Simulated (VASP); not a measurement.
## AlN: single point with PBEsol

AlN:

```
Al N
1.0
    -3.11356    0.00000    0.00000
     0.00000    5.39284    0.00000
     1.55678   -2.69642   -4.98335
Al N
4 4
Direct
  0.01620 0.33138 0.99849
  0.51620 0.83138 0.99849
  0.23229 0.91712 0.49849
  0.73229 0.41712 0.49849
  0.79310 0.13899 0.61651
  0.29310 0.63899 0.61651
  0.07340 0.72752 0.11651
  0.57340 0.22752 0.11651
```

This cell differs from its parent crystal: atoms displaced along several vibrational modes.

| Item | Value |
| --- | --- |
| Program | VASP 6.6.1 |
| Task | single point |
| Functional | PBEsol |
| Potentials or basis | VASP PAW PBE potentials, release 64 (Al, N) |
| Cutoff | 520 eV |
| k mesh | 8 × 8 × 8 |
| Occupations | gaussian, width 0.05 eV |
| Spin | no spin polarisation |

- Pressure: 0.0 GPa
- Largest force: 0.408 eV/Å
- Band gap on the k mesh: 4.08 eV

Forces in eV/Å, atoms in the order of the input:
```
Al   0.297  0.279  0.026
Al   0.297  0.279  0.026
Al  -0.297 -0.279  0.026
Al  -0.297 -0.279  0.026
N   -0.134  0.303 -0.026
N   -0.134  0.303 -0.026
N    0.134 -0.303 -0.026
N    0.134 -0.303 -0.026
```

Stress tensor (GPa, compression positive):
```
 1.41 -0.14  0.00
-0.14 -1.45  0.00
 0.00  0.00  0.05
```

Levels at points of the mesh, in eV from the valence-band top:
```
           k point  band 12  band 13  band 14  band 15  band 16  band 17  band 18  band 19  band 20  band 21
(0.00, 0.00, 0.00)    -0.95    -0.83    -0.33    -0.16     0.00     4.08     5.19     5.19     6.53     9.07
(0.50, 0.00, 0.00)    -2.49    -2.05    -2.05    -0.92    -0.92     6.03     6.03     7.13     7.13     8.51
(0.00, 0.50, 0.00)    -1.50    -0.72    -0.72    -0.61    -0.61     5.90     5.90     7.23     7.23     8.40
(0.50, 0.50, 0.00)    -1.51    -1.51    -1.30    -1.30    -0.68     5.05     5.05     5.42     5.72     7.98
(0.50, 0.50, 0.50)    -1.52    -1.52    -1.40    -1.40    -0.72     5.19     5.19     5.55     5.98     8.14
(0.00, 0.00, 0.50)    -0.77    -0.62    -0.62    -0.53    -0.53     5.55     5.69     6.33     6.33     7.97
```

Wall time 2.4 min on 1 thread of AMD EPYC 9R45 96-Core Processor (Zen 5), on a shared host, peak memory 0.33 GiB.

Caveat: the cell differs from its parent crystal (atoms displaced along several vibrational modes); the PAW data sets were made with another functional, which shifts forces and pressure a little. A k mesh can miss the band edges.
